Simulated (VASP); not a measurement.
# Ge4Pd (Cmmm) in VASP: notebook

The runs below take Ge4Pd through single point, relaxation of cell and atoms, with PBE.

Program: VASP 6.6.1. These are calculated values, not measurements. Logs are shortened: lines on timing, memory, paths and dates and some standing lists are left out, and cuts for length are marked.

## (1) The cell of the first run

It takes space group Cmmm (No. 65, orthorhombic). The conventional cell has a = 7.606 Å, b = 8.068 Å, c = 3.129 Å, α = 90.00°, β = 90.00°, γ = 90.00°. Ge (site symmetry 2mm) has 2 Pd at 2.63 Å and 7 Ge at 2.74 to 3.37 Å within 3.5 Å. Ge (site symmetry m2m) has 1 Pd at 2.54 Å and 7 Ge at 2.74 to 3.13 Å within 3.4 Å. Pd (site symmetry mmm) has 6 Ge at 2.54 to 2.63 Å and 2 Pd at 3.13 Å within 3.4 Å.

The cell was built from a structure type or drawn by symmetry, and may not be a known phase.

## (2) Single point, PBE

Contents of INCAR:

```
ALGO = Normal ; EDIFF = 1E-7
ENCUT = 520 ; GGA = PE
ISIF = 2 ; ISMEAR = 0
LASPH = T ; LCHARG = F
LREAL = F ; LWAVE = F
NBANDS = 41 ; NELM = 60
PREC = Accurate ; SIGMA = 0.1
```

Contents of KPOINTS:

```
k-points
0
Gamma
  4 4 6
```

Contents of POSCAR:

```
Ge4Pd
1.0
    4.0338423117     -3.8030523251      0.0000000000
    4.0338423117      3.8030523251      0.0000000000
    0.0000000000      0.0000000000      3.1293150202
Ge Pd
4 1
Direct
    0.7217709896      0.2782290104      0.5000000000
    0.2782290104      0.7217709896      0.5000000000
    0.3150552230      0.3150552230      0.0000000000
    0.6849447770      0.6849447770      0.0000000000
    0.0000000000      0.0000000000      0.0000000000
```

Potentials or basis: VASP PAW PBE potentials, release 64 (Ge_d, Pd).

The run is started by

```
$ cat potpaw_PBE.64/Ge_d/POTCAR potpaw_PBE.64/Pd/POTCAR > POTCAR
$ mpirun -np 1 vasp_std > vasp.out
```

OUTCAR:

```text
EDIFF = 1E-7
   ENCUT = 520
   GGA = PE
   ISIF = 2
   ISMEAR = 0
   LASPH = T
   LREAL = F
   NELM = 60
   PREC = Accurate

 ion  position               nearest neighbor table
   1  0.722  0.278  0.500-   5 2.63   5 2.63   3 2.74   3 2.74   4 2.74   4 2.74
   2  0.278  0.722  0.500-   5 2.63   5 2.63   3 2.74   3 2.74   4 2.74   4 2.74
   3  0.315  0.315  0.000-   5 2.54   2 2.74   1 2.74   1 2.74   2 2.74
   4  0.685  0.685  0.000-   5 2.54   2 2.74   1 2.74   1 2.74   2 2.74
   5  0.000  0.000  0.000-   3 2.54   4 2.54   1 2.63   2 2.63   1 2.63   2 2.63

  LATTYP: Found a base centered orthorhombic cell.
 ALAT       =     7.6061046502
 B/A-ratio  =     1.0606854618
 C/A-ratio  =     0.4114215047

  Lattice vectors:

 A1 = (  -4.0338423117,  -3.8030523251,   0.0000000000)
 A2 = (   4.0338423117,  -3.8030523251,   0.0000000000)
 A3 = (   0.0000000000,   0.0000000000,   3.1293150202)

Analysis of symmetry for initial positions (statically):
=====================================================================
 Subroutine PRICEL returns:
 Original cell was already a primitive cell.

 Routine SETGRP: Setting up the symmetry group for a
 base centered orthorhombic supercell.

 Subroutine GETGRP returns: Found  8 space group operations
 (whereof  8 operations were pure point group operations)
 out of a pool of  8 trial point group operations.

The static configuration has the point symmetry D_2h.

Analysis of symmetry for dynamics (positions and initial velocities):
=====================================================================
 Subroutine PRICEL returns:
 Original cell was already a primitive cell.

 Routine SETGRP: Setting up the symmetry group for a
 base centered orthorhombic supercell.

 Subroutine GETGRP returns: Found  8 space group operations
 (whereof  8 operations were pure point group operations)
 out of a pool of  8 trial point group operations.

The dynamic configuration has the point symmetry D_2h.

 Subroutine INISYM returns: Found  8 space group operations
 (whereof  8 operations are pure point group operations),
 and found     1 'primitive' translations

----------------------------------------------------------------------------------------

                                     Primitive cell

  volume of cell :      96.0131

  direct lattice vectors                    reciprocal lattice vectors
[... 89 lines left out ...]
   LSORBIT =      F    spin-orbit coupling
   LASPH  =      T    aspherical Exc in radial PAW
   ENCUT  =  520.0 eV  38.22 Ry    6.18 a.u.  10.31 10.31  5.82*2*pi/ulx,y,z
   NELM   =     60;   NELMIN=  2; NELMDL= -5     # of ELM steps
   EDIFF  = 0.1E-06   stopping-criterion for ELM
   LREAL  =      F    real-space projection
   EDIFFG = 0.1E-05   stopping-criterion for IOM
   NSW    =      0    number of steps for IOM
   IBRION =     -1    ionic relax: 0-MD 1-quasi-New 2-CG
   NFREE  =      0    steps in history (QN), initial steepest desc. (CG)
   ISIF   =      2    stress and relaxation
   ISYM   =      2    0-nonsym 1-usesym 2-fastsym
   POTIM  = 0.5000    time-step for ionic-motion
   TEBEG  =    0.0;   TEEND  =   0.0 temperature during run
   PSTRESS=    0.0 pullay stress
   NELECT =      66.0000    total number of electrons
   NUPDOWN=      -1.0000    fix difference up-down
   EMIN   =  10.00;   EMAX   =-10.00  energy-range for DOS
   EFERMI =   0.00;   METHOD = LEGACY
   ISMEAR =     0;   SIGMA  =   0.10  broadening in eV -4-tet -1-fermi 0-gaus
   EFERMI_NEDOS =   21; number of points for ismear=-14 and -15
   IALGO  =     38    algorithm
   IMIX   =      4    mixing-type and parameters
     AMIX     =   0.40;   BMIX     =  1.00
     AMIX_MAG =   1.60;   BMIX_MAG =  1.00
  volume/ion in A,a.u.               =      19.20       129.59
  Fermi-wavevector in a.u.,A,eV,Ry     =   1.444816  2.730307 28.402083  2.087494
  Thomas-Fermi vector in A             =   2.563069
   LORBIT       =      0    0 simple, 1 ext, 2 COOP (PROOUT), +10 PAW based schemes
   GGA     = PE    functional components
   LHFCALC =     F    Hartree Fock is set to
   AEXX    =    0.0000 exact exchange contribution
   IVDW    =     0    specifies the selected vdW correction
   LEPSILON=     F    determine dielectric tensor
   LRPA    =     F    only Hartree local field effects (RPA)
 non-spin polarized calculation
 Gauss-broadening in eV      SIGMA  =   0.10
  energy-cutoff  :      520.00
  volume of cell :       96.01
 maximum number of plane-waves:      2603
 NGX is ok and might be reduce to    42
   NGX = 21   NGY = 21   NGZ = 11

 number of electron      65.9999997 magnetization

 Free energy of the ion-electron system (eV)
  ---------------------------------------------------
  ext. energy  EPLUGINS =         0.00000000
  ---------------------------------------------------
  free energy    TOTEN  =       -23.14821984 eV

  energy without entropy =      -23.14065755  energy(sigma->0) =      -23.14443870

 E-fermi :   6.5152     XC(G=0): -11.1474

 val. band max:        6.4727174001   @ k =   0.0000   0.0000   0.1667
 cond. band min:       6.5521229284   @ k =   0.5000   0.5000   0.3333
 fundamental gap:      0.0794055283
 Fermi energy:         6.5151554911

 k-point     1 :       0.0000    0.0000    0.0000
  band No.  band energies     occupation
      1     -18.1348      2.00000
      2     -18.1191      2.00000
      3     -18.1080      2.00000
      4     -18.1052      2.00000
      5     -18.1038      2.00000
      6     -18.0962      2.00000
[... 1045 lines left out ...]
     40      10.6321      0.00000
     41      11.8595      0.00000

 [... further k-points ...]
[... 5 lines left out ...]
  --------------------------------------------------------------------------------------
  -------------------------------------------------------------------------------------
  Total        0.0037285      0.1105864      0.0540886      0.0000000      0.0000000      0.0000000
  in kB        0.0622181      1.8453636      0.9025810      0.0000000      0.0000000      0.0000000
  external PRESSURE =       0.9367209 kB  Pullay stress =       0.0000000 kB

 VOLUME and BASIS-vectors are now :
 -----------------------------------------------------------------------------
  energy-cutoff  :      520.00
  volume of cell :       96.01
      direct lattice vectors                 reciprocal lattice vectors
     4.033842312 -3.803052325  0.000000000     0.123951300 -0.131473342  0.000000000
     4.033842312  3.803052325  0.000000000     0.123951300  0.131473342  0.000000000
     0.000000000  0.000000000  3.129315020     0.000000000  0.000000000  0.319558751

 POSITION                                       TOTAL-FORCE (eV/Angst)
 -----------------------------------------------------------------------------------
      4.03384     -1.68681      1.56466         0.000000      0.008756     -0.000000
      4.03384      1.68681      1.56466         0.000000     -0.008756      0.000000
      2.54177      0.00000      0.00000        -0.009079      0.000000      0.000000
      5.52592      0.00000      0.00000         0.009079      0.000000      0.000000
      0.00000      0.00000      0.00000         0.000000      0.000000      0.000000
 -----------------------------------------------------------------------------------
    total drift:                                0.000000      0.000000      0.000000

  FREE ENERGIE OF THE ION-ELECTRON SYSTEM (eV)
  ---------------------------------------------------
  free  energy   TOTEN  =       -23.1482198435 eV

  energy  without entropy=      -23.1406575497  energy(sigma->0) =      -23.14443870
```

OSZICAR:

```text
N       E                     dE             d eps       ncg     rms          rms(c)
DAV:   1     0.658526202073E+03    0.65853E+03   -0.31195E+04  2859   0.437E+03
DAV:   2     0.920553653375E+02   -0.56647E+03   -0.54617E+03  2296   0.964E+02
DAV:   3    -0.168731519776E+02   -0.10893E+03   -0.10655E+03  2572   0.224E+02
DAV:   4    -0.233308886316E+02   -0.64577E+01   -0.64093E+01  2653   0.620E+01
DAV:   5    -0.235009107174E+02   -0.17002E+00   -0.16976E+00  2576   0.110E+01    0.662E+00
DAV:   6    -0.233295683930E+02    0.17134E+00   -0.19679E+00  2931   0.930E+00    0.437E+00
DAV:   7    -0.231704163263E+02    0.15915E+00   -0.48565E-01  2504   0.562E+00    0.220E+00
DAV:   8    -0.231516880528E+02    0.18728E-01   -0.11183E-01  2682   0.264E+00    0.508E-01
DAV:   9    -0.231481232604E+02    0.35648E-02   -0.22623E-02  2778   0.174E+00    0.172E-01
DAV:  10    -0.231481539012E+02   -0.30641E-04   -0.30946E-03  2927   0.114E+00    0.589E-02
DAV:  11    -0.231482267085E+02   -0.72807E-04   -0.62879E-04  2490   0.843E-01    0.235E-02
DAV:  12    -0.231482221545E+02    0.45540E-05   -0.15090E-04  3629   0.268E-01    0.147E-02
DAV:  13    -0.231482199903E+02    0.21642E-05   -0.46193E-05  3090   0.794E-02    0.497E-03
DAV:  14    -0.231482198164E+02    0.17392E-06   -0.82787E-06  2838   0.416E-02    0.243E-03
DAV:  15    -0.231482199888E+02   -0.17237E-06   -0.41062E-07  2043   0.161E-02    0.677E-04
DAV:  16    -0.231482198720E+02    0.11674E-06   -0.82804E-08  1280   0.953E-03    0.450E-04
DAV:  17    -0.231482198435E+02    0.28491E-07   -0.30806E-07  1706   0.500E-03
   1 F= -.23148220E+02 E0= -.23144439E+02  d E =-.756229E-02
```

Wall time 55 s (1 thread of Intel Xeon 6975P-C (Granite Rapids), shared host); peak memory 0.24 GiB.

What came out:

```
Free energy            : -23.1482 eV
Pressure               : 0.1 GPa
Largest force          : 0.009 eV/Å
Band gap on the k mesh : zero (bands 33 and 34 overlap by 2.74 eV)
```

Forces in eV/Å, atoms in the order of the input:
```
Ge   0.000  0.009  0.000
Ge   0.000 -0.009  0.000
Ge  -0.009  0.000  0.000
Ge   0.009  0.000  0.000
Pd   0.000  0.000  0.000
```

Levels at points of the mesh, in eV from the Fermi level:
```csv
k point,band 29,band 30,band 31,band 32,band 33,band 34,band 35,band 36,band 37,band 38
"(0.00, 0.00, 0.00)",-2.55,-1.97,-1.70,-1.50,-1.08,1.81,3.23,5.68,5.70,5.81
"(0.50, 0.00, 0.00)",-3.00,-2.56,-2.46,-1.38,1.91,2.54,3.22,3.65,4.16,5.60
"(0.50, 0.50, 0.00)",-2.56,-0.93,-0.17,0.60,1.22,1.68,1.86,2.30,2.53,4.62
"(0.00, 0.00, 0.50)",-2.99,-2.86,-2.43,-2.21,-0.49,-0.25,0.33,1.02,1.76,1.98
"(0.50, 0.00, 0.50)",-3.19,-2.36,-2.25,-1.49,-0.33,0.12,0.46,0.73,1.57,2.35
"(0.50, 0.50, 0.50)",-3.45,-3.11,-2.92,-2.31,-0.89,2.29,2.64,2.89,4.02,4.36
```

(Part 1 of 2 ends here.)
